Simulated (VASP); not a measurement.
# Al2Pt (I4/mmm) in VASP: a series of runs, part 2 of 2

VASP 6.6.1.

## (4) Single point, PBEsol (uniaxial strain along c: +4.5 %, then relaxed in part)

The input, INCAR:

```
SYSTEM = Al2Pt
PREC     = Accurate       ! precision mode
ENCUT    = 520            ! plane-wave cutoff, eV
EDIFF    = 1E-7           ! SCF threshold, eV
ISMEAR   = 0              ! smearing method
SIGMA    = 0.1            ! smearing width, eV
LREAL    = .False.        ! projectors in reciprocal space
LASPH    = .True.         ! aspherical terms in the spheres
NELM     = 80             ! most SCF steps
ALGO     = Fast           ! electronic algorithm
ISIF     = 2              ! what is computed and relaxed
LWAVE    = .False.        ! write WAVECAR
LCHARG   = .False.        ! write CHGCAR
GGA      = PS             ! functional
NBANDS   = 25             ! bands
```

The input, KPOINTS:

```
Automatic mesh
0
Gamma
  8 8 6
  0 0 0
```

The input, POSCAR:

```
Al2Pt
1.0
    2.8978213922      2.8978213922      0.0000000000
   -2.8978213922      2.8978213922      0.0000000000
    0.0000000000      0.0000000000      6.1618577456
Al Pt
4 2
Direct
    0.0000000000      0.5000000000      0.7500000000
    0.5000000000      0.0000000000      0.7500000000
    0.5000000000      0.0000000000      0.2500000000
    0.0000000000      0.5000000000      0.2500000000
    0.0000000000      0.0000000000      0.0000000000
    0.5000000000      0.5000000000      0.5000000000
```

Potentials or basis: VASP PAW PBE potentials, release 64 (Al, Pt).

Started as:

```console
cat potpaw_PBE.64/Al/POTCAR potpaw_PBE.64/Pt/POTCAR > POTCAR
mpirun -np 1 vasp_std > vasp.out
```

OUTCAR:

```text
SYSTEM = Al2Pt
   PREC = Accurate
   ENCUT = 520
   EDIFF = 1E-7
   ISMEAR = 0
   LREAL = .False.
   LASPH = .True.
   NELM = 80
   ISIF = 2
   GGA = PS

 ion  position               nearest neighbor table
   1  0.000  0.500  0.750-   5 2.56   6 2.56   5 2.56   6 2.56   2 2.90   2 2.90   2 2.90   2 2.90
                             4 3.08   4 3.08
   2  0.500  0.000  0.750-   5 2.56   6 2.56   6 2.56   5 2.56   1 2.90   1 2.90   1 2.90   1 2.90
                             3 3.08   3 3.08
   3  0.500  0.000  0.250-   5 2.56   6 2.56   6 2.56   5 2.56   4 2.90   4 2.90   4 2.90   4 2.90
                             2 3.08   2 3.08
   4  0.000  0.500  0.250-   5 2.56   6 2.56   5 2.56   6 2.56   3 2.90   3 2.90   3 2.90   3 2.90
                             1 3.08   1 3.08
   5  0.000  0.000  0.000-   1 2.56   2 2.56   3 2.56   4 2.56   1 2.56   4 2.56   2 2.56   3 2.56

   6  0.500  0.500  0.500-   1 2.56   2 2.56   3 2.56   4 2.56   2 2.56   3 2.56   1 2.56   4 2.56

  LATTYP: Found a simple tetragonal cell.
 ALAT       =     4.0981383142
 C/A-ratio  =     1.5035748609

  Lattice vectors:

 A1 = (   2.8978213922,   2.8978213922,   0.0000000000)
 A2 = (  -2.8978213922,   2.8978213922,   0.0000000000)
 A3 = (   0.0000000000,   0.0000000000,   6.1618577456)

Analysis of symmetry for initial positions (statically):
=====================================================================
 Subroutine PRICEL returns following result:

  LATTYP: Found a body centered tetragonal cell.
 ALAT       =     4.0981383142
 C/A-ratio  =     1.5035748609

  Lattice vectors:

 A1 = (   2.8978213922,   0.0000000000,  -3.0809288728)
 A2 = (  -2.8978213922,   0.0000000000,  -3.0809288728)
 A3 = (   0.0000000000,   2.8978213922,   3.0809288728)

   2 primitive cells build up your supercell.

 Routine SETGRP: Setting up the symmetry group for a
 simple tetragonal supercell.

 Subroutine GETGRP returns: Found 16 space group operations
 (whereof 16 operations were pure point group operations)
 out of a pool of 16 trial point group operations.

The static configuration has the point symmetry D_4h.

Analysis of symmetry for dynamics (positions and initial velocities):
=====================================================================
 Subroutine PRICEL returns following result:

  LATTYP: Found a body centered tetragonal cell.
 ALAT       =     4.0981383142
 C/A-ratio  =     1.5035748609

  Lattice vectors:

 A1 = (   2.8978213922,   0.0000000000,  -3.0809288728)
 A2 = (  -2.8978213922,   0.0000000000,  -3.0809288728)
 A3 = (   0.0000000000,   2.8978213922,   3.0809288728)

   2 primitive cells build up your supercell.

 Routine SETGRP: Setting up the symmetry group for a
 simple tetragonal supercell.

 Subroutine GETGRP returns: Found 16 space group operations
 (whereof 16 operations were pure point group operations)
 out of a pool of 16 trial point group operations.

The dynamic configuration has the point symmetry D_4h.

 Subroutine INISYM returns: Found 16 space group operations
 (whereof 16 operations are pure point group operations),
 and found     2 'primitive' translations

----------------------------------------------------------------------------------------

                                     Primitive cell

[... 50 lines left out ...]
  0.125000  0.000000  0.000000      4.000000
  0.250000  0.000000  0.000000      4.000000
  0.375000  0.000000  0.000000      4.000000
  0.500000  0.000000  0.000000      2.000000
  0.125000  0.125000  0.000000      4.000000
[... 16 lines left out ...]
  0.375000  0.125000  0.166667     16.000000
  0.500000  0.125000  0.166667      8.000000
 [... further k-points ...]
   k-points           NKPTS =     60   k-points in BZ     NKDIM =     60   number of bands    NBANDS=     25
   number of dos      NEDOS =    301   number of ions     NIONS =      6
   total plane-waves  NPLWV =  43200
   dimension x,y,z NGX =    30 NGY =   30 NGZ =   48
   dimension x,y,z NGXF=    60 NGYF=   60 NGZF=   96
   ions per type =               4   2
   NGX,Y,Z   is equivalent  to a cutoff of  12.17, 12.17, 12.95 a.u.
   NGXF,Y,Z  is equivalent  to a cutoff of  24.34, 24.34, 25.90 a.u.
 SYSTEM =  Al2Pt
   PREC   = accura    normal or accurate (medium, high low for compatibility)
   ISTART =      0    job   : 0-new  1-cont  2-samecut
   ICHARG =      2    charge: 1-file 2-atom 10-const
   ISPIN  =      1    spin polarized calculation?
   LNONCOLLINEAR =      F non collinear calculations
   LSORBIT =      F    spin-orbit coupling
   LASPH  =      T    aspherical Exc in radial PAW
   ENCUT  =  520.0 eV  38.22 Ry    6.18 a.u.   7.62  7.62 11.46*2*pi/ulx,y,z
   NELM   =     80;   NELMIN=  2; NELMDL= -5     # of ELM steps
   EDIFF  = 0.1E-06   stopping-criterion for ELM
   LREAL  =      F    real-space projection
   EDIFFG = 0.1E-05   stopping-criterion for IOM
   NSW    =      0    number of steps for IOM
   IBRION =     -1    ionic relax: 0-MD 1-quasi-New 2-CG
   NFREE  =      0    steps in history (QN), initial steepest desc. (CG)
   ISIF   =      2    stress and relaxation
   ISYM   =      2    0-nonsym 1-usesym 2-fastsym
   POTIM  = 0.5000    time-step for ionic-motion
   TEBEG  =    0.0;   TEEND  =   0.0 temperature during run
   PSTRESS=    0.0 pullay stress
   NELECT =      32.0000    total number of electrons
   NUPDOWN=      -1.0000    fix difference up-down
   EMIN   =  10.00;   EMAX   =-10.00  energy-range for DOS
   EFERMI =   0.00;   METHOD = LEGACY
   ISMEAR =     0;   SIGMA  =   0.10  broadening in eV -4-tet -1-fermi 0-gaus
   EFERMI_NEDOS =   21; number of points for ismear=-14 and -15
   IALGO  =     68    algorithm
   IMIX   =      4    mixing-type and parameters
     AMIX     =   0.40;   BMIX     =  1.00
     AMIX_MAG =   1.60;   BMIX_MAG =  1.00
  volume/ion in A,a.u.               =      17.25       116.39
  Fermi-wavevector in a.u.,A,eV,Ry     =   1.107040  2.092002 16.674442  1.225537
  Thomas-Fermi vector in A             =   2.243549
   LORBIT       =      0    0 simple, 1 ext, 2 COOP (PROOUT), +10 PAW based schemes
   GGA     = PS    functional components
   LHFCALC =     F    Hartree Fock is set to
   AEXX    =    0.0000 exact exchange contribution
   IVDW    =     0    specifies the selected vdW correction
   LEPSILON=     F    determine dielectric tensor
   LRPA    =     F    only Hartree local field effects (RPA)
 non-spin polarized calculation
 RMM-DIIS sequential band-by-band and
 Gauss-broadening in eV      SIGMA  =   0.10
  energy-cutoff  :      520.00
  volume of cell :      103.49
 maximum number of plane-waves:      2807
   NGX = 15   NGY = 15   NGZ = 23

 number of electron      31.9999992 magnetization

 Free energy of the ion-electron system (eV)
  ---------------------------------------------------
  ext. energy  EPLUGINS =         0.00000000
  ---------------------------------------------------
  free energy    TOTEN  =       -35.47679746 eV

  energy without entropy =      -35.46174975  energy(sigma->0) =      -35.46927361

 E-fermi :   7.7822     XC(G=0): -10.8015

 val. band max:        7.7709283079   @ k =   0.5000   0.2500   0.5000
 cond. band min:       7.7952192917   @ k =   0.3750   0.2500   0.1667
 fundamental gap:      0.0242909837
 Fermi energy:         7.7822379723

 k-point     1 :       0.0000    0.0000    0.0000
  band No.  band energies     occupation
      1      -2.4650      2.00000
      2       1.4454      2.00000
      3       1.4771      2.00000
      4       1.9177      2.00000
      5       2.7029      2.00000
      6       2.7029      2.00000
[... 661 lines left out ...]
     24      14.1790      0.00000
     25      14.4753      0.00000

 [... further k-points ...]

------------------------ aborting loop because EDIFF is reached ----------------------------------------

  FORCE on cell =-STRESS in cart. coord.  units (eV):
  Direction    XX          YY          ZZ          XY          YZ          ZX
  --------------------------------------------------------------------------------------
  -------------------------------------------------------------------------------------
  Total       -0.0411700     -0.0411700     -2.5954994      0.0000000      0.0000000     -0.0000000
  in kB       -0.6373919     -0.6373919    -40.1833944      0.0000000      0.0000000     -0.0000000
  external PRESSURE =     -13.8193927 kB  Pullay stress =       0.0000000 kB

 VOLUME and BASIS-vectors are now :
 -----------------------------------------------------------------------------
  energy-cutoff  :      520.00
  volume of cell :      103.49
      direct lattice vectors                 reciprocal lattice vectors
     2.897821392  2.897821392  0.000000000     0.172543415  0.172543415  0.000000000
    -2.897821392  2.897821392  0.000000000    -0.172543415  0.172543415  0.000000000
     0.000000000  0.000000000  6.161857746     0.000000000  0.000000000  0.162288719

 POSITION                                       TOTAL-FORCE (eV/Angst)
 -----------------------------------------------------------------------------------
     -1.44891      1.44891      4.62139        -0.000000      0.000000      0.000000
      1.44891      1.44891      4.62139         0.000000     -0.000000     -0.000000
      1.44891      1.44891      1.54046        -0.000000     -0.000000      0.000000
     -1.44891      1.44891      1.54046         0.000000      0.000000     -0.000000
      0.00000      0.00000      0.00000        -0.000000     -0.000000      0.000000
      0.00000      2.89782      3.08093        -0.000000      0.000000     -0.000000
 -----------------------------------------------------------------------------------
    total drift:                                0.000000      0.000000      0.000000

  FREE ENERGIE OF THE ION-ELECTRON SYSTEM (eV)
  ---------------------------------------------------
  free  energy   TOTEN  =       -35.4767974608 eV

  energy  without entropy=      -35.4617497531  energy(sigma->0) =      -35.46927361
```

Run time: 1.7 min. Hardware: 1 thread of Intel Xeon Platinum 8559C (Emerald Rapids), shared host; peak memory 0.28 GiB.

Results:

| Item | Value |
| --- | --- |
| Free energy | -35.4768 eV |
| Pressure | -1.4 GPa |
| Band gap on the k mesh | zero (bands 16 and 17 overlap by 4.60 eV) |

Stress tensor (GPa, compression positive):
```
-0.06  0.00  0.00
 0.00 -0.06  0.00
 0.00  0.00 -4.02
```

Caveat: the cell differs from its parent crystal (uniaxial strain along c: +4.5 %, then relaxed in part); the PAW data sets were made with another functional, which shifts forces and pressure a little; spin-orbit coupling is left out, which moves the levels of the heavy elements.

## (5) The runs side by side

| cell | gap on the mesh (eV) | pressure (GPa) |
| --- | --- | --- |
| a = 4.242, b = 4.242, c = 5.631 Å, 6 atoms | none | 1.6 |
| a = 4.219, b = 4.219, c = 5.720 Å, 6 atoms | none | 0.9 |
| a = 4.098, b = 4.098, c = 6.162 Å, 6 atoms | none | -1.4 |

Alike in all rows: task single point; level PBEsol; potentials or basis VASP PAW PBE potentials, release 64 (Al, Pt); no spin polarisation; k mesh 8 × 8 × 6; cutoff (eV) 520; smearing gaussian 0.1 eV.

Caveats: the PAW data sets were made with another functional, which shifts forces and pressure a little; spin-orbit coupling is left out, which moves the levels of the heavy elements.

Total energies depend on the potentials used, so only differences within one code and one set of settings carry meaning.

The gap in the log of VASP goes by the Fermi energy; the results here count the filled bands.